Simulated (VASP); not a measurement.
# Al2Ga3As5 (P1) in VASP: relaxation of cell and atoms with PBE

Aim: the relaxation of cell and atoms of Al2Ga3As5 with PBE.

Everything below comes from runs of VASP 6.6.1. Logs are shortened: lines on timing, memory, paths and dates and some standing lists are left out, and cuts for length are marked.

### 1 The cell of the first run

The typed cell holds 10 atoms: a = 4.107 Å, b = 4.078 Å, c = 14.652 Å, α = 96.87°, β = 97.32°, γ = 90.04°.

### 2 Relaxation of cell and atoms, PBE

INCAR reads:

```
PREC = Accurate ; ENCUT = 600
EDIFF = 1E-6 ; ISMEAR = 0
SIGMA = 0.1 ; LREAL = F
LASPH = T ; NELM = 60
ALGO = Normal ; ISIF = 3
LWAVE = F ; LCHARG = F
GGA = PE ; IBRION = 2
NSW = 80 ; EDIFFG = -0.025
```

KPOINTS reads:

```
Automatic mesh
0
Gamma
  4 4 4
```

POSCAR reads:

```
Al2Ga3As5
1.0
   -0.0014334318     -4.1064279973      0.0263640375
    4.0777162013      0.0014334318      0.0403625357
   -1.8954052482      1.9592647642     14.3963021898
Al Ga As
2 3 5
Direct
    0.7019411876      0.6900735520      0.3980725684
    0.3187172823      0.3226763325      0.6033297550
    0.8731083031      0.9087842919      0.7973410672
    0.5060073887      0.5172472318      1.0039549618
    0.0996438911      0.0823377018      0.2027807691
    0.3482051944      0.8486445685      0.7013442848
    0.9399100130      0.4550829641      0.9021918820
    0.5550674015      0.0457050489      0.0995363037
    0.1411919378      0.6232022241      0.2962260116
    0.7662074004      0.2562460844      0.4952223963
```

Potentials or basis: VASP PAW PBE potentials, release 64 (Al, Ga_d, As).

Launch:

```
$ cat potpaw_PBE.64/Al/POTCAR potpaw_PBE.64/Ga_d/POTCAR potpaw_PBE.64/As/POTCAR > POTCAR
$ mpirun -np 1 vasp_std > vasp.out
```

OUTCAR:

```text
PREC = Accurate
   ENCUT = 600
   EDIFF = 1E-6
   ISMEAR = 0
   LREAL = F
   LASPH = T
   NELM = 60
   ISIF = 3
   GGA = PE
   IBRION = 2
   NSW = 80
   EDIFFG = -0.025

 ion  position               nearest neighbor table
   1  0.702  0.690  0.398-  10 2.39   9 2.48  10 2.56   9 2.57
   2  0.319  0.323  0.603-   6 2.43   6 2.54  10 2.57  10 2.59
   3  0.873  0.909  0.797-   6 2.41   7 2.54   6 2.54   7 2.54
   4  0.506  0.517  0.004-   8 2.42   7 2.46   8 2.50   7 2.59
   5  0.100  0.082  0.203-   9 2.44   9 2.45   8 2.53   8 2.54
   6  0.348  0.849  0.701-   3 2.41   2 2.43   2 2.54   3 2.54
   7  0.940  0.455  0.902-   4 2.46   3 2.54   3 2.54   4 2.59
   8  0.555  0.046  0.100-   4 2.42   4 2.50   5 2.53   5 2.54
   9  0.141  0.623  0.296-   5 2.44   5 2.45   1 2.48   1 2.57
  10  0.766  0.256  0.495-   1 2.39   1 2.56   2 2.57   2 2.59

  LATTYP: Found a triclinic cell.
 ALAT       =    14.7044757823
 B/A-ratio  =     0.2792695869
 C/A-ratio  =     0.2773248274
 COS(alpha) =     0.0006370049
 COS(beta)  =     0.1193342269
 COS(gamma) =     0.1523600915

  Lattice vectors:

 A1 = (   1.8968386800,   2.1471632331, -14.4226662273)
 A2 = (   0.0014334318,   4.1064279973,  -0.0263640375)
 A3 = (   4.0777162013,   0.0014334318,   0.0403625357)

Analysis of symmetry for initial positions (statically):
=====================================================================
 Subroutine PRICEL returns:
 Original cell was already a primitive cell.

 Routine SETGRP: Setting up the symmetry group for a
 triclinic supercell.

 Subroutine GETGRP returns: Found  1 space group operations
 (whereof  1 operations were pure point group operations)
 out of a pool of  2 trial point group operations.

The static configuration has the point symmetry C_1 .

Analysis of symmetry for dynamics (positions and initial velocities):
=====================================================================
 Subroutine PRICEL returns:
 Original cell was already a primitive cell.

 Routine SETGRP: Setting up the symmetry group for a
 triclinic supercell.

 Subroutine GETGRP returns: Found  1 space group operations
 (whereof  1 operations were pure point group operations)
 out of a pool of  2 trial point group operations.

The dynamic configuration has the point symmetry C_1 .

 Subroutine INISYM returns: Found  1 space group operations
 (whereof  1 operations are pure point group operations),
[... 132 lines left out ...]
     AMIX_MAG =   1.60;   BMIX_MAG =  1.00
  volume/ion in A,a.u.               =      24.16       163.03
  Fermi-wavevector in a.u.,A,eV,Ry     =   1.083300  2.047139 15.966952  1.173538
  Thomas-Fermi vector in A             =   2.219362
   LORBIT       =      0    0 simple, 1 ext, 2 COOP (PROOUT), +10 PAW based schemes
   GGA     = PE    functional components
   LHFCALC =     F    Hartree Fock is set to
   AEXX    =    0.0000 exact exchange contribution
   IVDW    =     0    specifies the selected vdW correction
   LEPSILON=     F    determine dielectric tensor
   LRPA    =     F    only Hartree local field effects (RPA)
 conjugate gradient relaxation of ions
 non-spin polarized calculation
 Gauss-broadening in eV      SIGMA  =   0.10
  energy-cutoff  :      600.00
  volume of cell :      241.59
 maximum number of plane-waves:      8106
 NGX is ok and might be reduce to    36
   NGX = 17   NGY = 17   NGZ = 59

--------------------------------------- Ionic step        1  -------------------------------------------

 number of electron      70.0000000 magnetization

 Free energy of the ion-electron system (eV)
  ---------------------------------------------------
  ext. energy  EPLUGINS =         0.00000000
  ---------------------------------------------------
  free energy    TOTEN  =       -43.06240211 eV

  energy without entropy =      -43.06238548  energy(sigma->0) =      -43.06239379

------------------------ aborting loop because EDIFF is reached ----------------------------------------

  FORCE on cell =-STRESS in cart. coord.  units (eV):
  Direction    XX          YY          ZZ          XY          YZ          ZX
  --------------------------------------------------------------------------------------
  -------------------------------------------------------------------------------------
  Total        0.8142152     -2.3975190     -2.0600702      0.0495278      0.8354746     -0.9737950
  in kB        5.3997413    -15.8999509    -13.6620461      0.3284601      5.5407297     -6.4580477
  external PRESSURE =      -8.0540852 kB  Pullay stress =       0.0000000 kB
[... 113 lines left out ...]
  FREE ENERGIE OF THE ION-ELECTRON SYSTEM (eV)
  ---------------------------------------------------
  free  energy   TOTEN  =       -43.3116872098 eV

  energy  without entropy=      -43.3116871840  energy(sigma->0) =      -43.31168720

[... ionic steps 4 to 16 ...]

--------------------------------------- Ionic step       17  -------------------------------------------

 number of electron      70.0000016 magnetization

------------------------ aborting loop because EDIFF is reached ----------------------------------------
[... 83 lines left out ...]
--------------------------------------- Ionic step       19  -------------------------------------------

 number of electron      70.0000017 magnetization

 Free energy of the ion-electron system (eV)
  ---------------------------------------------------
  ext. energy  EPLUGINS =         0.00000000
  ---------------------------------------------------
  free energy    TOTEN  =       -43.36303226 eV

  energy without entropy =      -43.36303223  energy(sigma->0) =      -43.36303225

 E-fermi :   3.8898     XC(G=0):  -9.1629

 val. band max:        3.5584032024   @ k =   0.0000   0.0000   0.0000
 cond. band min:       4.2210821874   @ k =   0.0000   0.0000   0.0000
 fundamental gap:      0.6626789849
 Fermi energy:         3.8898375027

 k-point     1 :       0.0000    0.0000    0.0000
  band No.  band energies     occupation
      1     -11.1394      2.00000
      2     -11.1158      2.00000
      3     -11.0711      2.00000
      4     -11.0627      2.00000
      5     -11.0624      2.00000
      6     -11.0545      2.00000
[... 1069 lines left out ...]
     41       7.4016      0.00000
     42       7.6695      0.00000

 [... further k-points ...]

------------------------ aborting loop because EDIFF is reached ----------------------------------------

  FORCE on cell =-STRESS in cart. coord.  units (eV):
  Direction    XX          YY          ZZ          XY          YZ          ZX
  --------------------------------------------------------------------------------------
  -------------------------------------------------------------------------------------
  Total       -0.0365200     -0.0217112     -0.0359553      0.0029278      0.0179001      0.0297420
  in kB       -0.2466898     -0.1466577     -0.2428756      0.0197768      0.1209137      0.2009049
  external PRESSURE =      -0.2120744 kB  Pullay stress =       0.0000000 kB
[... 25 lines left out ...]
  FREE ENERGIE OF THE ION-ELECTRON SYSTEM (eV)
  ---------------------------------------------------
  free  energy   TOTEN  =       -43.3630322637 eV

  energy  without entropy=      -43.3630322333  energy(sigma->0) =      -43.36303225

 reached required accuracy - stopping structural energy minimisation
```

CONTCAR:

```text
Al2Ga3As5
   1.00000000000000
     0.0001751161296317   -4.0886465945521620   -0.0001534562760026
     4.0882489406690814   -0.0001286172500716   -0.0015647359897279
    -2.0466450399808553    2.0444150435416000   14.1905561922392902
  Al              Ga              As
     2     3     5
Direct
     0.7019747180410848    0.6989308320470197    0.4005009384367005
     0.2997888661068913    0.3010085642574393    0.5996366038457769
     0.8997876177420486    0.9017915511493054    0.7994787798619842
     0.4986809229326955    0.4993134617904997    0.9998552469082935
     0.1001281710978255    0.0984271200473092    0.2004322839225355
     0.3493444745323079    0.8509638237437140    0.6987565888884602
     0.9484432708331754    0.4517508036389890    0.8996845047181229
     0.5497289879220160    0.0494568978838366    0.1001334644477213
     0.1521046951551825    0.6491292661523546    0.3013767107482877
     0.7500182755367707    0.2492276792895257    0.5001448781221155

  0.00000000E+00  0.00000000E+00  0.00000000E+00
  0.00000000E+00  0.00000000E+00  0.00000000E+00
  0.00000000E+00  0.00000000E+00  0.00000000E+00
  0.00000000E+00  0.00000000E+00  0.00000000E+00
  0.00000000E+00  0.00000000E+00  0.00000000E+00
  0.00000000E+00  0.00000000E+00  0.00000000E+00
  0.00000000E+00  0.00000000E+00  0.00000000E+00
  0.00000000E+00  0.00000000E+00  0.00000000E+00
  0.00000000E+00  0.00000000E+00  0.00000000E+00
  0.00000000E+00  0.00000000E+00  0.00000000E+00
```

Wall time 2 h (1 thread of Oxide Virtual Turin-like, shared host); peak memory 0.68 GiB.

Results:

| Property | Result |
| --- | --- |
| Free energy | -43.3630 eV |
| Relaxed volume | 23.72 Å³/atom |
| Relaxed cell | a = 4.089 Å, b = 4.088 Å, c = 14.482 Å, α = 98.15°, β = 98.12°, γ = 90.00° |
| Space group after relaxing (to 0.1 Å) | I-4m2 (No. 119) |
| Energy gained by relaxing | 30.1 meV/atom |
| Ionic steps | 19 |
| Pressure after relaxing | 0.0 GPa |
| Largest force after relaxing | 0.020 eV/Å |
| Band gap on the k mesh | 0.66 eV |

Forces in eV/Å, atoms in the order of the input:
```
Al   0.007  0.013 -0.002
Al   0.000  0.004  0.007
Ga  -0.002  0.006 -0.002
Ga   0.009  0.004  0.007
Ga   0.005  0.001  0.008
As  -0.011 -0.003  0.006
As  -0.012 -0.015  0.001
As  -0.002 -0.004  0.003
As   0.004  0.002 -0.019
As   0.003 -0.008 -0.010
```

Step by step:
```csv
step,energy change (eV),largest force (eV/Å),pressure (GPa),volume (Å³)
1,0.0000,1.0733,-0.81,241.59
2,-0.2431,0.3380,-0.05,237.34
3,-0.2493,0.3991,0.16,236.53
4,-0.2734,0.1658,0.02,236.93
5,-0.2739,0.1870,0.02,236.99
6,-0.2815,0.1216,-0.04,237.17
7,-0.2846,0.1598,-0.08,237.37
8,-0.2896,0.1079,0.04,236.97
9,-0.2921,0.0883,0.16,236.53
10,-0.2964,0.0665,-0.06,237.36
11,-0.2972,0.0636,-0.20,237.93
12,-0.2990,0.0470,0.03,237.06
13,-0.2990,0.0436,-0.01,237.15
14,-0.2990,0.0447,0.03,237.12
15,-0.2997,0.0319,0.00,237.14
16,-0.2999,0.0390,0.00,237.15
17,-0.3003,0.0305,0.00,237.14
18,-0.3003,0.0340,0.01,237.14
19,-0.3006,0.0196,-0.02,237.19
```

Final structure:
```
CELL_PARAMETERS angstrom
0.00018 -4.08865 -0.00015
4.08825 -0.00013 -0.00156
-2.04665 2.04442 14.19056
ATOMIC_POSITIONS crystal
Al 0.70197 0.69893 0.40050
Al 0.29979 0.30101 0.59964
Ga 0.89979 0.90179 0.79948
Ga 0.49868 0.49931 0.99986
Ga 0.10013 0.09843 0.20043
As 0.34934 0.85096 0.69876
As 0.94844 0.45175 0.89968
As 0.54973 0.04946 0.10013
As 0.15210 0.64913 0.30138
As 0.75002 0.24923 0.50014
```

Levels at points of the mesh, in eV from the valence-band top:
| k point | band 31 | band 32 | band 33 | band 34 | band 35 | band 36 | band 37 | band 38 | band 39 | band 40 |
| --- | --- | --- | --- | --- | --- | --- | --- | --- | --- | --- |
| (0.00, 0.00, 0.00) | -1.18 | -1.18 | -0.07 | -0.06 | 0.00 | 0.66 | 1.33 | 1.61 | 2.07 | 2.08 |
| (0.50, 0.00, 0.00) | -1.21 | -1.07 | -1.04 | -1.03 | -0.94 | 1.19 | 1.81 | 2.06 | 2.74 | 2.78 |
| (0.00, 0.50, 0.00) | -1.20 | -1.08 | -1.04 | -1.03 | -0.94 | 1.18 | 1.82 | 2.06 | 2.73 | 2.78 |
| (0.50, 0.50, 0.00) | -2.67 | -2.62 | -2.61 | -2.35 | -2.34 | 1.49 | 1.87 | 2.07 | 2.36 | 2.60 |
| (0.00, 0.00, 0.50) | -1.14 | -0.58 | -0.58 | -0.35 | -0.35 | 1.36 | 1.62 | 1.75 | 1.83 | 1.97 |
| (0.50, 0.00, 0.50) | -1.21 | -1.07 | -1.03 | -1.03 | -0.94 | 1.19 | 1.81 | 2.06 | 2.74 | 2.78 |
| (0.00, 0.50, 0.50) | -1.20 | -1.08 | -1.04 | -1.03 | -0.94 | 1.19 | 1.80 | 2.06 | 2.74 | 2.78 |
| (0.50, 0.50, 0.50) | -2.67 | -2.62 | -2.61 | -2.35 | -2.34 | 1.49 | 1.87 | 2.07 | 2.36 | 2.60 |

Caveat: semilocal functionals underestimate gaps, and a narrow one can read as zero.
